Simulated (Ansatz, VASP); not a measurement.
This is a calculation of Sb for Ansatz 0.2.0.

input

```
crystal:
  lattice:
    - [-1.8713408863, 1.8713408863, 1.8713408863]
    - [1.8713408863, -1.8713408863, 1.8713408863]
    - [1.8713408863, 1.8713408863, -1.8713408863]
  atoms:
    - { symbol: Sb, position: [0.0, 0.0, 0.0] }
hamiltonian:
  xc: pbe0
  pseudopotentials: { kind: paw }
kpoints:
  mp_grid: { grid: [5, 5, 5] }
scf:
  occupations: { method: fermi_dirac, width: 0.05 }
output:
  forces: true
  stress: true
  eigenvalues: true
```

Question: Set up the same calculation for VASP 6.6.1. Potentials there: VASP PAW PBE potentials, release 64 (Sb).

Answer: As run (the cutoff follows the program's own potentials):

The input POSCAR:

```
Sb
1.0
   -1.8713408863      1.8713408863      1.8713408863
    1.8713408863     -1.8713408863      1.8713408863
    1.8713408863      1.8713408863     -1.8713408863
Sb
1
Direct
    0.0000000000      0.0000000000      0.0000000000
```

INCAR.step1

```
ALGO = Normal ; EDIFF = 1E-5
ENCUT = 520 ; GGA = PE
ISIF = 2 ; ISMEAR = -1
LASPH = T ; LCHARG = F
LREAL = F ; LWAVE = T
NBANDS = 8 ; NELM = 60
PREC = Accurate ; SIGMA = 0.05
```

The input INCAR.step2:

```
AEXX = 0.25 ; ALGO = Normal
EDIFF = 1E-7 ; ENCUT = 520
GGA = PE ; ISIF = 2
ISMEAR = -1 ; ISTART = 1
LASPH = T ; LCHARG = F
LHFCALC = T ; LREAL = F
LWAVE = F ; NBANDS = 8
NELM = 60 ; PREC = Accurate
PRECFOCK = Normal ; SIGMA = 0.05
```

File KPOINTS:

```
k-points
0
Gamma
  5 5 5
```

Potentials or basis: VASP PAW PBE potentials, release 64 (Sb).

Command:

```bash
$ cat potpaw_PBE.64/Sb/POTCAR > POTCAR
$ cp INCAR.step1 INCAR
$ mpirun -np 1 vasp_std > vasp.out
$ cp INCAR.step2 INCAR
$ mpirun -np 1 vasp_std > vasp.out
```

Both were run:

|  | VASP | Ansatz | Ansatz less VASP |
| --- | --- | --- | --- |
| gap on the k mesh at the Fermi level (eV) | none | none | - |
| pressure (GPa) | -3.4 | -2.1 | +1.31 |

A gap of «none» marks a metal or a gap that the smearing closes. The functional is the same, so the differences come from potentials, cutoffs and numerics. VASP's potentials hold 5 valence electrons a cell and Ansatz's 15, so a difference there can come from the potentials and not from the codes.

The k mesh is coarse, so the values compare programs but aren't converged. Neither program's run includes spin-orbit coupling.
